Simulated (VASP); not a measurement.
Write the native input for VASP 6.6.1 that does the following.

```
Task                   : single point
Functional             : LDA
Potentials or basis    : VASP PAW LDA potentials, release 64 (Be, C)
Cutoff                 : 600 eV
k mesh                 : 10 × 10 × 10
Occupations            : gaussian, width 0.01 eV
Spin                   : no spin polarisation
Dipole correction      : no
Further INCAR settings : ALGO = Normal; EDIFF = 1e-06; NBANDS = 11
```

The structure of Be2C lies in POSCAR:

```
Be2C
1.0
   -0.0106707707      2.1288187560      2.1288187560
    2.1288187560     -0.0106707707      2.1288187560
    2.1288187560      2.1288187560     -0.0106707707
Be C
2 1
Direct
    0.2499166117      0.2499166117      0.2499166117
    0.7500833883      0.7500833883      0.7500833883
    0.0000000000      0.0000000000      0.0000000000
```

This cell differs from its parent crystal: equal xy, yz and zx engineering shears of -0.5 %.

The input as run:

INCAR

```
PREC     = Accurate       # precision mode
ENCUT    = 600            # plane-wave cutoff, eV
EDIFF    = 1E-6           # SCF threshold, eV
ISMEAR   = 0              # smearing method
SIGMA    = 0.01           # smearing width, eV
LREAL    = F              # projectors in reciprocal space
LASPH    = T              # aspherical terms in the spheres
NELM     = 120            # most SCF steps
ALGO     = Normal         # electronic algorithm
ISIF     = 2              # what is computed and relaxed
LWAVE    = F              # write WAVECAR
LCHARG   = F              # write CHGCAR
GGA      = CA             # functional
NBANDS   = 11             # bands
GGA_COMPAT= F
```

KPOINTS

```
regular mesh
0
Gamma
  10 10 10
```

Potentials or basis: VASP PAW LDA potentials, release 64 (Be, C).

Command:

```bash
$ cat potpaw_LDA.64/Be/POTCAR potpaw_LDA.64/C/POTCAR > POTCAR
$ mpirun -np 1 vasp_std > vasp.out
```

It gave:

```yaml
Pressure: 0.5 GPa
Band_gap_on_the_k_mesh: 1.18 eV, indirect (least direct gap 4.03 eV)
```

Caveat: the cell differs from its parent crystal (equal xy, yz and zx engineering shears of -0.5 %).

Run time: 8 s on 1 thread of Intel(R) Xeon(R) 6975P-C (Granite Rapids), on a shared host, peak memory 0.14 GiB.
